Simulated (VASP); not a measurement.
**B: single point with PBE**

B:

```xyz
8
Lattice="3.6975 0.0000 0.0000 0.0000 4.6915 0.0000 0.0000 0.0000 3.3916" Properties=species:S:1:pos:R:3 pbc="T T T"
B     1.7192    0.0000    2.5436
B     0.1296    0.0000    2.5436
B     1.9783    0.0000    0.8480
B     3.5679    0.0000    0.8480
B     0.0000    1.4881    0.0000
B     1.8487    3.2034    0.0000
B     0.0000    3.2034    0.0000
B     1.8487    1.4881    0.0000
```

- Program: VASP 6.6.1
- Task: single point
- Functional: PBE
- Potentials or basis: VASP PAW PBE potentials, release 64 (B)
- Cutoff: 520 eV
- k mesh: 6 × 4 × 6
- Occupations: gaussian, width 0.1 eV
- Spin: no spin polarisation
- Dipole correction: no
- Further INCAR settings: ALGO = Normal; EDIFF = 1e-06; NBANDS = 22

| Property | Result |
| --- | --- |
| Pressure | 30.1 GPa |
| Largest force | 3.168 eV/Å |
| Band gap on the k mesh | zero (band 12 reaches 7.32 eV, above the bottom of band 13 at 4.46 eV) |

Forces on the atoms (eV/Å):
```
B    2.645  0.000 -1.744
B   -2.645  0.000 -1.744
B   -2.645  0.000  1.744
B    2.645  0.000  1.744
B    0.000  0.649  0.000
B    0.000 -0.649  0.000
B    0.000 -0.649  0.000
B    0.000  0.649  0.000
```

Stress tensor (GPa, compression positive):
```
 90.06   0.00   0.00
  0.00 -34.18   0.00
  0.00   0.00  34.44
```

Levels at points of the mesh, in eV from the Fermi level:
| k point | band 9 | band 10 | band 11 | band 12 | band 13 | band 14 | band 15 | band 16 |
| --- | --- | --- | --- | --- | --- | --- | --- | --- |
| (0.00, 0.00, 0.00) | -2.99 | -2.72 | -1.94 | -1.25 | -0.16 | 0.46 | 3.21 | 3.99 |
| (0.50, 0.00, 0.00) | -2.84 | -2.84 | 0.68 | 0.68 | 1.85 | 1.85 | 4.18 | 4.18 |
| (0.00, 0.50, 0.00) | -3.47 | -3.39 | -0.60 | -0.58 | -0.19 | 0.69 | 0.81 | 2.89 |
| (0.50, 0.50, 0.00) | -2.12 | -2.12 | -1.15 | -1.15 | 0.74 | 0.74 | 2.56 | 2.56 |
| (0.00, 0.00, 0.50) | -2.66 | -2.61 | -2.17 | -1.64 | -1.54 | -1.22 | 1.65 | 4.62 |
| (0.50, 0.00, 0.50) | -2.82 | -2.82 | -0.41 | -0.41 | 1.87 | 1.87 | 5.00 | 5.00 |
| (0.00, 0.50, 0.50) | -4.49 | -2.36 | -2.29 | -0.19 | 0.25 | 0.62 | 1.70 | 2.20 |
| (0.50, 0.50, 0.50) | -3.75 | -3.75 | 1.06 | 1.06 | 2.00 | 2.00 | 3.88 | 3.88 |

Wall time 63 s on 1 thread of AMD EPYC 7R43 64-Core Processor (Zen 3), on a shared host, peak memory 0.15 GiB.

Caveat: forces of over 1 eV/Å act on the atoms, so gaps and moduli don't describe the material at rest.
